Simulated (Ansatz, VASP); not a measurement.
## One calculation of BaTiO3, two programs

```
Ba Ti O
1.0
     3.99980    0.00000    0.00000
     0.00000    3.99980    0.00000
     0.00000    0.00000    4.01800
Ba Ti O
1 1 3
Direct
  0.99557 0.99064 0.00350
  0.50254 0.49192 0.46877
  0.47922 0.51432 0.00641
  0.50273 0.00330 0.50938
  0.01995 0.49981 0.53994
```

Alike in both runs: task single point; functional PBE; k mesh 4 × 4 × 4; occupations fermi-dirac, width 0.05 eV; no spin polarisation.

|  | VASP | Ansatz |
| --- | --- | --- |
| version | VASP 6.6.1 | Ansatz 0.2.0 |
| potentials or method | VASP PAW PBE potentials, release 64 (Ba_sv, Ti_sv, O) | Ansatz PAW |
| plane-wave cutoff (eV) | 600 | 420 |
| valence electrons in the cell | 40 | 40 |

|  | VASP | Ansatz | Ansatz less VASP |
| --- | --- | --- | --- |
| gap on the k mesh at the Fermi level (eV) | 1.86 | 1.92 | +0.060 |
| least direct gap on the mesh (eV) | 2.21 | 2.24 | +0.023 |
| pressure (GPa) | 4.7 | 3.1 | -1.64 |
| traceless stress, the component that is largest in VASP (GPa) | 0.95 | 0.92 | -0.034 |
| rms of the force components (eV/Å) | 0.536 | 0.534 | -0.0024 |

Atom by atom the forces differ by 0.028 eV/Å (rms over components).

Neither program's run includes spin-orbit coupling.
